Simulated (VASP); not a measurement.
Runs of VASP 6.6.1 on Sc. The structure is that of space group P6_3/mmc (No. 194), or close to it. The cells are those of the table. 

```tsv
task	cell	cutoff (eV)	gap on the mesh (eV)	pressure (GPa)
single point	a = 2.932, b = 2.932, c = 4.588 Å, angles 90.0, 90.0, 120.0°, 2 atoms	520	none	30.2
relaxation of cell and atoms	relaxed to 30 GPa from a = 3.280, b = 3.280, c = 5.356 Å, angles 90.0, 90.0, 120.0°, 2 atoms	600	none	30.0
single point	a = 3.132, b = 3.132, c = 4.846 Å, angles 90.0, 90.0, 120.0°, 2 atoms	520	none	10.0
relaxation of cell and atoms	relaxed to 10 GPa from a = 3.280, b = 3.280, c = 5.356 Å, angles 90.0, 90.0, 120.0°, 2 atoms	600	none	10.0
single point	a = 3.276, b = 3.276, c = 5.087 Å, angles 90.0, 90.0, 120.0°, 2 atoms	520	none	0.0
single point	a = 3.022, b = 3.022, c = 4.698 Å, angles 90.0, 90.0, 120.0°, 2 atoms	520	none	(a)
relaxation of cell and atoms	relaxed from a = 3.280, b = 3.280, c = 5.356 Å, angles 90.0, 90.0, 120.0°, 2 atoms	600	none	0.0
relaxation of cell and atoms	relaxed to 20 GPa from a = 3.280, b = 3.280, c = 5.356 Å, angles 90.0, 90.0, 120.0°, 2 atoms	600	none	20.0
```

Alike in all rows: level PBEsol; potentials or basis VASP PAW PBE potentials, release 64 (Sc_sv); no spin polarisation; k mesh 9 × 9 × 5; smearing gaussian 0.05 eV.

Question: Fill in the values left out.

Answer: (a) 20.1.

Caveats: the PAW data sets were made with another functional, which shifts forces and pressure a little; the cell is relaxed towards a set pressure, so the enthalpy falls and the energy may rise (some runs).

A gap of «none» marks levels without a gap at the run's occupations.
